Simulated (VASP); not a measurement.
Wanted: the native input for a VASP 6.6.1 run.

```
Task                   : single point
Functional             : r2SCAN
Potentials or basis    : VASP PAW PBE potentials, release 64 (Hf_pv, C)
Cutoff                 : 520 eV
k mesh                 : 8 × 8 × 5
Occupations            : fermi-dirac, width 0.1 eV
Spin                   : no spin polarisation
Dipole correction      : no
Further INCAR settings : ALGO = Normal; EDIFF = 1e-07; NBANDS = 22
```

Crystal: HfC.

```
Hf C
1.0
     3.34287    0.00000    0.00000
    -1.67143    2.89501    0.00000
     0.00000    0.00000    5.20271
Hf C
2 2
Direct
  0.66667 0.33333 0.75000
  0.33333 0.66667 0.25000
  0.00000 0.00000 0.00000
  0.00000 0.00000 0.50000
```

One way to write it, as run:

POSCAR

```
HfC
1.0
    3.3428660000      0.0000000000      0.0000000000
   -1.6714330000      2.8950070000      0.0000000000
    0.0000000000      0.0000000000      5.2027140000
Hf C
2 2
Direct
    0.6666666667      0.3333333333      0.7500000000
    0.3333333333      0.6666666667      0.2500000000
    0.0000000000      0.0000000000      0.0000000000
    0.0000000000      0.0000000000      0.5000000000
```

INCAR.step1

```
SYSTEM = HfC
PREC = Accurate
ENCUT = 520
ISMEAR = -1
SIGMA = 0.1
LREAL = .FALSE.
LASPH = .TRUE.
NELM = 80
NBANDS = 22
GGA = PE
ALGO = Normal
EDIFF = 1E-4
LWAVE = .TRUE.
LCHARG = .FALSE.
```

INCAR.step2

```
SYSTEM = HfC
PREC = Accurate
ENCUT = 520
EDIFF = 1E-7
ISMEAR = -1
SIGMA = 0.1
LREAL = .FALSE.
LASPH = .TRUE.
NELM = 80
ALGO = Normal
ISIF = 2
LWAVE = .FALSE.
LCHARG = .FALSE.
METAGGA = R2SCAN
LMIXTAU = .TRUE.
NBANDS = 22
ISTART = 1
```

KPOINTS

```
regular mesh
0
G
  8 8 5
  0 0 0
```

Potentials or basis: VASP PAW PBE potentials, release 64 (Hf_pv, C).

Run with:

```sh
$ cat potpaw_PBE.64/Hf_pv/POTCAR potpaw_PBE.64/C/POTCAR > POTCAR
$ cp INCAR.step1 INCAR
$ mpirun -np 1 vasp_std > vasp.out
$ cp INCAR.step2 INCAR
$ mpirun -np 1 vasp_std > vasp.out
```

It gave:

```yaml
Pressure: -3.8 GPa
Band_gap_on_the_k_mesh: zero (band 14 reaches 7.66 eV, above the bottom of band 15 at 6.30 eV)
```

Caveat: the PAW data sets were made with another functional, which shifts forces and pressure a little; spin-orbit coupling is left out, which moves the levels of the heavy elements.

Run time: 76 s on 1 thread of Intel(R) Xeon(R) 6975P-C (Granite Rapids), on a shared host, peak memory 0.19 GiB.
